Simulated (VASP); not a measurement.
Runs of VASP 6.6.1 on Mo. The structure is that of space group P6_3/mmc (No. 194), or close to it. The cells are those of the table. 

```csv
cell,gap on the mesh (eV),pressure (GPa)
"a = 2.642, b = 2.642, c = 4.449 Å, angles 90.0, 90.0, 120.0°, 2 atoms",none,61.0
"a = 2.707, b = 2.707, c = 4.721 Å, angles 90.0, 90.0, 120.0°, 2 atoms",none,20.7
"a = 2.762, b = 2.762, c = 4.881 Å, angles 90.0, 90.0, 120.0°, 2 atoms",none,0.5
"a = 2.667, b = 2.667, c = 4.588 Å, angles 90.0, 90.0, 120.0°, 2 atoms",none,(a)
```

Alike in all rows: task single point; level PBE; potentials or basis VASP PAW PBE potentials, release 64 (Mo_sv); no spin polarisation; k mesh 10 × 10 × 6; cutoff (eV) 500; smearing fermi-dirac 0.1 eV.

Task: Estimate the missing entries.

Result: (a) 40.8.

A k mesh can miss the band edges, and the runs leave out spin-orbit coupling on Mo.

A gap of «none» marks levels without a gap at the run's occupations.
